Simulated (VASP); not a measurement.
# Sn (Pm-3m) in VASP: notebook

Runs on Sn. Level: RPBE. Tasks: single point.

Everything below comes from runs of VASP 6.6.1. Logs are shortened: lines on timing, memory, paths and dates and some standing lists are left out, and cuts for length are marked.

### 1 The cell of the first run

It takes space group Pm-3m (No. 221, cubic). Conventional cell: a = 2.985 Å, b = 2.985 Å, c = 2.985 Å, α = 90.00°, β = 90.00°, γ = 90.00°. Sn (site symmetry m-3m) has 6 Sn at 2.98 Å within 3.9 Å.

### 2 Single point, RPBE (volume scaled by 0.88)

INCAR

```
ALGO = Normal ; EDIFF = 1E-6
ENCUT = 520 ; GGA = RP
ISIF = 2 ; ISMEAR = -1
LASPH = True ; LCHARG = False
LREAL = False ; LWAVE = False
NBANDS = 13 ; NELM = 60
PREC = Accurate ; SIGMA = 0.1
```

KPOINTS

```
k-points
0
Gamma
  11 11 11
```

POSCAR

```
Sn
1.0
    2.9845193344      0.0000000000      0.0000000000
    0.0000000000      2.9845193344      0.0000000000
    0.0000000000      0.0000000000      2.9845193344
Sn
1
Direct
    0.0000000000      0.0000000000      0.0000000000
```

Potentials or basis: VASP PAW PBE potentials, release 64 (Sn_d).

Launch:

```sh
$ cat potpaw_PBE.64/Sn_d/POTCAR > POTCAR
$ mpirun -np 1 vasp_std > vasp.out
```

OUTCAR:

```text
EDIFF = 1E-6
   ENCUT = 520
   GGA = RP
   ISIF = 2
   ISMEAR = -1
   LASPH = True
   LREAL = False
   NELM = 60
   PREC = Accurate

 ion  position               nearest neighbor table
   1  0.000  0.000  0.000-

  LATTYP: Found a simple cubic cell.
 ALAT       =     2.9845193344

  Lattice vectors:

 A1 = (   2.9845193344,   0.0000000000,   0.0000000000)
 A2 = (   0.0000000000,   2.9845193344,   0.0000000000)
 A3 = (   0.0000000000,   0.0000000000,   2.9845193344)

Analysis of symmetry for initial positions (statically):
=====================================================================
 Subroutine PRICEL returns:
 Original cell was already a primitive cell.

 Routine SETGRP: Setting up the symmetry group for a
 simple cubic supercell.

 Subroutine GETGRP returns: Found 48 space group operations
 (whereof 48 operations were pure point group operations)
 out of a pool of 48 trial point group operations.

The static configuration has the point symmetry O_h .

Analysis of symmetry for dynamics (positions and initial velocities):
=====================================================================
 Subroutine PRICEL returns:
 Original cell was already a primitive cell.

 Routine SETGRP: Setting up the symmetry group for a
 simple cubic supercell.

 Subroutine GETGRP returns: Found 48 space group operations
 (whereof 48 operations were pure point group operations)
 out of a pool of 48 trial point group operations.

The dynamic configuration has the point symmetry O_h .

 Subroutine INISYM returns: Found 48 space group operations
 (whereof 48 operations are pure point group operations),
 and found     1 'primitive' translations

----------------------------------------------------------------------------------------

                                     Primitive cell

  volume of cell :      26.5842

  direct lattice vectors                    reciprocal lattice vectors
     2.984519334  0.000000000  0.000000000     0.335062329  0.000000000  0.000000000
     0.000000000  2.984519334  0.000000000     0.000000000  0.335062329  0.000000000
     0.000000000  0.000000000  2.984519334     0.000000000  0.000000000  0.335062329

  length of vectors
     2.984519334  2.984519334  2.984519334     0.335062329  0.335062329  0.335062329

  position of ions in fractional coordinates (direct lattice)
     0.000000000  0.000000000  0.000000000

  ion indices of the primitive-cell ions
   primitive index   ion index
                 1           1

----------------------------------------------------------------------------------------
[... 75 lines left out ...]
   NFREE  =      0    steps in history (QN), initial steepest desc. (CG)
   ISIF   =      2    stress and relaxation
   ISYM   =      2    0-nonsym 1-usesym 2-fastsym
   POTIM  = 0.5000    time-step for ionic-motion
   TEBEG  =    0.0;   TEEND  =   0.0 temperature during run
   PSTRESS=    0.0 pullay stress
   NELECT =      14.0000    total number of electrons
   NUPDOWN=      -1.0000    fix difference up-down
   EMIN   =  10.00;   EMAX   =-10.00  energy-range for DOS
   EFERMI =   0.00;   METHOD = LEGACY
   ISMEAR =    -1;   SIGMA  =   0.10  broadening in eV -4-tet -1-fermi 0-gaus
   EFERMI_NEDOS =   21; number of points for ismear=-14 and -15
   IALGO  =     38    algorithm
   IMIX   =      4    mixing-type and parameters
     AMIX     =   0.40;   BMIX     =  1.00
     AMIX_MAG =   1.60;   BMIX_MAG =  1.00
  volume/ion in A,a.u.               =      26.58       179.40
  Fermi-wavevector in a.u.,A,eV,Ry     =   1.322035  2.498285 23.779961  1.747778
  Thomas-Fermi vector in A             =   2.451746
   LORBIT       =      0    0 simple, 1 ext, 2 COOP (PROOUT), +10 PAW based schemes
   GGA     = RP    functional components
   LHFCALC =     F    Hartree Fock is set to
   AEXX    =    0.0000 exact exchange contribution
   IVDW    =     0    specifies the selected vdW correction
   LEPSILON=     F    determine dielectric tensor
   LRPA    =     F    only Hartree local field effects (RPA)
 non-spin polarized calculation
  energy-cutoff  :      520.00
  volume of cell :       26.58
 maximum number of plane-waves:       739
 NGX is ok and might be reduce to    24
   NGX = 11   NGY = 11   NGZ = 11

 number of electron      13.9999997 magnetization

 Free energy of the ion-electron system (eV)
  ---------------------------------------------------
  ext. energy  EPLUGINS =         0.00000000
  ---------------------------------------------------
  free energy    TOTEN  =        -3.32247438 eV

  energy without entropy =       -3.30091820  energy(sigma->0) =       -3.31169629

 E-fermi :   8.1651     XC(G=0): -10.2742

 val. band max:        8.1162015081   @ k =   0.3636   0.3636   0.1818
 cond. band min:       8.1657172921   @ k =   0.2727   0.2727   0.0909
 fundamental gap:      0.0495157840
 Fermi energy:         8.1651167739

 k-point     1 :       0.0000    0.0000    0.0000
  band No.  band energies     occupation
      1     -13.5256      2.00000
      2     -13.5256      2.00000
      3     -13.0404      2.00000
      4     -13.0404      2.00000
      5     -13.0404      2.00000
      6      -3.0511      2.00000
      7      13.9466      0.00000
      8      13.9466      0.00000
      9      13.9466      0.00000
     10      17.2066      0.00000
     11      17.2066      0.00000
     12      18.9346      0.00000
     13      28.8042      0.00000
[... 354 lines left out ...]
  band No.  band energies     occupation
      1     -13.4654      2.00000
      2     -13.2887      2.00000
      3     -13.1262      2.00000
      4     -13.1243      2.00000
      5     -13.0547      2.00000
      6      -1.4932      2.00000
      7       7.5010      1.99739
      8      13.4796      0.00000
      9      13.8720      0.00000
     10      20.1289      0.00000
     11      20.4799      0.00000
     12      22.2411      0.00000
     13      23.2753      0.00000

 [... further k-points ...]
[... 5 lines left out ...]
  --------------------------------------------------------------------------------------
  -------------------------------------------------------------------------------------
  Total        1.3085610      1.3085610      1.3085610      0.0000000      0.0000000     -0.0000000
  in kB       78.8644650     78.8644650     78.8644650      0.0000000      0.0000000     -0.0000000
  external PRESSURE =      78.8644650 kB  Pullay stress =       0.0000000 kB

 VOLUME and BASIS-vectors are now :
 -----------------------------------------------------------------------------
  energy-cutoff  :      520.00
  volume of cell :       26.58
      direct lattice vectors                 reciprocal lattice vectors
     2.984519334  0.000000000  0.000000000     0.335062329  0.000000000  0.000000000
     0.000000000  2.984519334  0.000000000     0.000000000  0.335062329  0.000000000
     0.000000000  0.000000000  2.984519334     0.000000000  0.000000000  0.335062329

 POSITION                                       TOTAL-FORCE (eV/Angst)
 -----------------------------------------------------------------------------------
      0.00000      0.00000      0.00000         0.000000      0.000000      0.000000
 -----------------------------------------------------------------------------------
    total drift:                                0.000000      0.000000     -0.000000

  FREE ENERGIE OF THE ION-ELECTRON SYSTEM (eV)
  ---------------------------------------------------
  free  energy   TOTEN  =        -3.3224743812 eV

  energy  without entropy=       -3.3009182035  energy(sigma->0) =       -3.31169629
```

Run time: 10 s. Hardware: 1 thread of AMD EPYC 9R45 (Zen 5), shared host; peak memory 0.11 GiB.

Results:

```yaml
Free_energy: -3.3225 eV
Pressure: 7.9 GPa
Band_gap_on_the_k_mesh: zero (band 7 reaches 13.95 eV, above the bottom of band 8 at 6.29 eV)
```

Levels at points of the mesh, in eV from the Fermi level:
| k point | band 4 | band 5 | band 6 | band 7 | band 8 | band 9 | band 10 | band 11 |
| --- | --- | --- | --- | --- | --- | --- | --- | --- |
| (0.00, 0.00, 0.00) | -21.21 | -21.21 | -11.22 | 5.78 | 5.78 | 5.78 | 9.04 | 9.04 |

Caveat: the PAW data sets were made with another functional, which shifts forces and pressure a little; spin-orbit coupling is left out, which moves the levels of the heavy elements.

### 3 Single point, RPBE (volume scaled by 0.92)

INCAR

```
SYSTEM = Sn
ALGO     = Normal         ! electronic algorithm
EDIFF    = 1E-6           ! SCF threshold, eV
ENCUT    = 520            ! plane-wave cutoff, eV
GGA      = RP             ! functional
ISIF     = 2              ! what is computed and relaxed
ISMEAR   = -1             ! smearing method
LASPH    = .TRUE.         ! aspherical terms in the spheres
LCHARG   = .TRUE.         ! write CHGCAR
LELF     = .TRUE.         ! ELF
LREAL    = .FALSE.        ! projectors in reciprocal space
LVHAR    = .TRUE.       
LWAVE    = .FALSE.        ! write WAVECAR
NBANDS   = 13             ! bands
NELM     = 100            ! most SCF steps
PREC     = Accurate       ! precision mode
SIGMA    = 0.1            ! smearing width, eV
```

KPOINTS

```
k-points
0
G
  11 11 11
  0 0 0
```

POSCAR

```
Sn
1.0
    3.0290709673      0.0000000000      0.0000000000
    0.0000000000      3.0290709673      0.0000000000
    0.0000000000      0.0000000000      3.0290709673
Sn
1
Direct
    0.0000000000      0.0000000000      0.0000000000
```

Potentials or basis: VASP PAW PBE potentials, release 64 (Sn_d).

Launch:

```sh
$ cat potpaw_PBE.64/Sn_d/POTCAR > POTCAR
$ mpirun -np 1 vasp_std > vasp.out
```

OUTCAR:

```text
SYSTEM = Sn
   EDIFF = 1E-6
   ENCUT = 520
   GGA = RP
   ISIF = 2
   ISMEAR = -1
   LASPH = .TRUE.
   LREAL = .FALSE.
   NELM = 100
   PREC = Accurate

 ion  position               nearest neighbor table
   1  0.000  0.000  0.000-

  LATTYP: Found a simple cubic cell.
 ALAT       =     3.0290709673

  Lattice vectors:

 A1 = (   3.0290709673,   0.0000000000,   0.0000000000)
 A2 = (   0.0000000000,   3.0290709673,   0.0000000000)
 A3 = (   0.0000000000,   0.0000000000,   3.0290709673)

Analysis of symmetry for initial positions (statically):
=====================================================================
 Subroutine PRICEL returns:
 Original cell was already a primitive cell.

 Routine SETGRP: Setting up the symmetry group for a
 simple cubic supercell.

 Subroutine GETGRP returns: Found 48 space group operations
 (whereof 48 operations were pure point group operations)
 out of a pool of 48 trial point group operations.

The static configuration has the point symmetry O_h .

Analysis of symmetry for dynamics (positions and initial velocities):
=====================================================================
 Subroutine PRICEL returns:
 Original cell was already a primitive cell.

 Routine SETGRP: Setting up the symmetry group for a
 simple cubic supercell.

 Subroutine GETGRP returns: Found 48 space group operations
 (whereof 48 operations were pure point group operations)
 out of a pool of 48 trial point group operations.

The dynamic configuration has the point symmetry O_h .

 Subroutine INISYM returns: Found 48 space group operations
 (whereof 48 operations are pure point group operations),
 and found     1 'primitive' translations

----------------------------------------------------------------------------------------

                                     Primitive cell

  volume of cell :      27.7925

  direct lattice vectors                    reciprocal lattice vectors
     3.029070967  0.000000000  0.000000000     0.330134226  0.000000000  0.000000000
     0.000000000  3.029070967  0.000000000     0.000000000  0.330134226  0.000000000
     0.000000000  0.000000000  3.029070967     0.000000000  0.000000000  0.330134226

  length of vectors
     3.029070967  3.029070967  3.029070967     0.330134226  0.330134226  0.330134226

  position of ions in fractional coordinates (direct lattice)
     0.000000000  0.000000000  0.000000000

  ion indices of the primitive-cell ions
   primitive index   ion index
                 1           1

----------------------------------------------------------------------------------------

 KPOINTS: k-points

Automatic generation of k-mesh.
 Grid dimensions read from file:
 generate k-points for:   11   11   11

 Generating k-lattice:

  Cartesian coordinates                     Fractional coordinates (reciprocal lattice)
     0.030012202  0.000000000  0.000000000     0.090909091  0.000000000  0.000000000
     0.000000000  0.030012202  0.000000000     0.000000000  0.090909091  0.000000000
     0.000000000  0.000000000  0.030012202     0.000000000  0.000000000  0.090909091

  Length of vectors
     0.030012202  0.030012202  0.030012202

  Shift w.r.t. Gamma in fractional coordinates (k-lattice)
     0.000000000  0.000000000  0.000000000

 Subroutine IBZKPT returns following result:
 ===========================================

 Found     56 irreducible k-points:

 Following reciprocal coordinates:
            Coordinates               Weight
  0.000000  0.000000  0.000000      1.000000
  0.090909  0.000000  0.000000      6.000000
  0.181818  0.000000  0.000000      6.000000
  0.272727  0.000000  0.000000      6.000000
  0.363636  0.000000  0.000000      6.000000
  0.454545  0.000000  0.000000      6.000000
[... 16 lines left out ...]
  0.181818  0.090909  0.090909     24.000000
  0.272727  0.090909  0.090909     24.000000
 [... further k-points ...]
   k-points           NKPTS =     56   k-points in BZ     NKDIM =     56   number of bands    NBANDS=     13
   number of dos      NEDOS =    301   number of ions     NIONS =      1
   total plane-waves  NPLWV =  13824
   dimension x,y,z NGX =    24 NGY =   24 NGZ =   24
   dimension x,y,z NGXF=    48 NGYF=   48 NGZF=   48
   ions per type =               1
   NGX,Y,Z   is equivalent  to a cutoff of  13.17, 13.17, 13.17 a.u.
   NGXF,Y,Z  is equivalent  to a cutoff of  26.34, 26.34, 26.34 a.u.
 SYSTEM =  Sn
   PREC   = accura    normal or accurate (medium, high low for compatibility)
   ISTART =      0    job   : 0-new  1-cont  2-samecut
   ICHARG =      2    charge: 1-file 2-atom 10-const
   ISPIN  =      1    spin polarized calculation?
   LNONCOLLINEAR =      F non collinear calculations
   LSORBIT =      F    spin-orbit coupling
   LASPH  =      T    aspherical Exc in radial PAW
   ENCUT  =  520.0 eV  38.22 Ry    6.18 a.u.   5.63  5.63  5.63*2*pi/ulx,y,z
   NELM   =    100;   NELMIN=  2; NELMDL= -5     # of ELM steps
   EDIFF  = 0.1E-05   stopping-criterion for ELM
   LREAL  =      F    real-space projection
   EDIFFG = 0.1E-04   stopping-criterion for IOM
   NSW    =      0    number of steps for IOM
   IBRION =     -1    ionic relax: 0-MD 1-quasi-New 2-CG
   NFREE  =      0    steps in history (QN), initial steepest desc. (CG)
   ISIF   =      2    stress and relaxation
   ISYM   =      2    0-nonsym 1-usesym 2-fastsym
   POTIM  = 0.5000    time-step for ionic-motion
   TEBEG  =    0.0;   TEEND  =   0.0 temperature during run
   PSTRESS=    0.0 pullay stress
   NELECT =      14.0000    total number of electrons
   NUPDOWN=      -1.0000    fix difference up-down
   EMIN   =  10.00;   EMAX   =-10.00  energy-range for DOS
   EFERMI =   0.00;   METHOD = LEGACY
   ISMEAR =    -1;   SIGMA  =   0.10  broadening in eV -4-tet -1-fermi 0-gaus
   EFERMI_NEDOS =   21; number of points for ismear=-14 and -15
   IALGO  =     38    algorithm
   IMIX   =      4    mixing-type and parameters
     AMIX     =   0.40;   BMIX     =  1.00
     AMIX_MAG =   1.60;   BMIX_MAG =  1.00
  volume/ion in A,a.u.               =      27.79       187.55
  Fermi-wavevector in a.u.,A,eV,Ry     =   1.302591  2.461540 23.085593  1.696743
  Thomas-Fermi vector in A             =   2.433649
   LORBIT       =      0    0 simple, 1 ext, 2 COOP (PROOUT), +10 PAW based schemes
   GGA     = RP    functional components
   LHFCALC =     F    Hartree Fock is set to
   AEXX    =    0.0000 exact exchange contribution
   IVDW    =     0    specifies the selected vdW correction
   LEPSILON=     F    determine dielectric tensor
   LRPA    =     F    only Hartree local field effects (RPA)
 non-spin polarized calculation
  energy-cutoff  :      520.00
  volume of cell :       27.79
 maximum number of plane-waves:       759
 NGX is ok and might be reduce to    24
   NGX = 11   NGY = 11   NGZ = 11

 number of electron      14.0000013 magnetization

 Free energy of the ion-electron system (eV)
  ---------------------------------------------------
  ext. energy  EPLUGINS =         0.00000000
  ---------------------------------------------------
  free energy    TOTEN  =        -3.36958993 eV

  energy without entropy =       -3.34733255  energy(sigma->0) =       -3.35846124

 E-fermi :   7.6213     XC(G=0): -10.0628

 val. band max:        7.6167874676   @ k =   0.4545   0.4545   0.3636
 cond. band min:       7.6583634204   @ k =   0.2727   0.2727   0.0909
 fundamental gap:      0.0415759527
 Fermi energy:         7.6213018745

 k-point     1 :       0.0000    0.0000    0.0000
  band No.  band energies     occupation
      1     -13.9981      2.00000
      2     -13.9981      2.00000
      3     -13.5727      2.00000
      4     -13.5727      2.00000
      5     -13.5727      2.00000
      6      -3.2685      2.00000
      7      13.2260      0.00000
      8      13.2260      0.00000
      9      13.2260      0.00000
     10      16.4721      0.00000
     11      16.4721      0.00000
     12      18.0338      0.00000
     13      27.9698      0.00000

 k-point     2 :       0.0909    0.0000    0.0000
  band No.  band energies     occupation
      1     -13.9964      2.00000
      2     -13.9715      2.00000
      3     -13.5816      2.00000
      4     -13.5816      2.00000
      5     -13.5719      2.00000
      6      -3.1318      2.00000
      7      11.5880      0.00000
      8      13.3740      0.00000
      9      13.3740      0.00000
     10      16.5716      0.00000
     11      17.3286      0.00000
[... 339 lines left out ...]
 k-point    24 :       0.2727    0.0909    0.0909
  band No.  band energies     occupation
      1     -13.9453      2.00000
      2     -13.7880      2.00000
      3     -13.6473      2.00000
      4     -13.6459      2.00000
      5     -13.5851      2.00000
      6      -1.7754      2.00000
      7       6.9999      1.99601
      8      12.7695      0.00000
      9      13.1312      0.00000
     10      19.3291      0.00000
     11      19.6207      0.00000
     12      21.4213      0.00000
     13      22.3478      0.00000

 [... further k-points ...]
[... 5 lines left out ...]
  --------------------------------------------------------------------------------------
  -------------------------------------------------------------------------------------
  Total        0.8192043      0.8192043      0.8192043     -0.0000000      0.0000000      0.0000000
  in kB       47.2252721     47.2252721     47.2252721     -0.0000000      0.0000000      0.0000000
  external PRESSURE =      47.2252721 kB  Pullay stress =       0.0000000 kB

 VOLUME and BASIS-vectors are now :
 -----------------------------------------------------------------------------
  energy-cutoff  :      520.00
  volume of cell :       27.79
      direct lattice vectors                 reciprocal lattice vectors
     3.029070967  0.000000000  0.000000000     0.330134226  0.000000000  0.000000000
     0.000000000  3.029070967  0.000000000     0.000000000  0.330134226  0.000000000
     0.000000000  0.000000000  3.029070967     0.000000000  0.000000000  0.330134226

 POSITION                                       TOTAL-FORCE (eV/Angst)
 -----------------------------------------------------------------------------------
      0.00000      0.00000      0.00000         0.000000      0.000000      0.000000
 -----------------------------------------------------------------------------------
    total drift:                               -0.000000      0.000000     -0.000000

  FREE ENERGIE OF THE ION-ELECTRON SYSTEM (eV)
  ---------------------------------------------------
  free  energy   TOTEN  =        -3.3695899304 eV

  energy  without entropy=       -3.3473325527  energy(sigma->0) =       -3.35846124
```

Run time: 15 s. Hardware: 1 thread of AMD EPYC 9R45 (Zen 5), shared host; peak memory 0.11 GiB.

What came out:

| Item | Value |
| --- | --- |
| Free energy | -3.3696 eV |
| Pressure | 4.7 GPa |
| Band gap on the k mesh | zero (band 7 reaches 13.23 eV, above the bottom of band 8 at 5.81 eV) |

Levels at points of the mesh, in eV from the Fermi level:
| k point | band 4 | band 5 | band 6 | band 7 | band 8 | band 9 | band 10 | band 11 |
| --- | --- | --- | --- | --- | --- | --- | --- | --- |
| (0.00, 0.00, 0.00) | -21.19 | -21.19 | -10.89 | 5.60 | 5.60 | 5.60 | 8.85 | 8.85 |

Caveat: the PAW data sets were made with another functional, which shifts forces and pressure a little; spin-orbit coupling is left out, which moves the levels of the heavy elements.

(Part 1 of 2 ends here.)
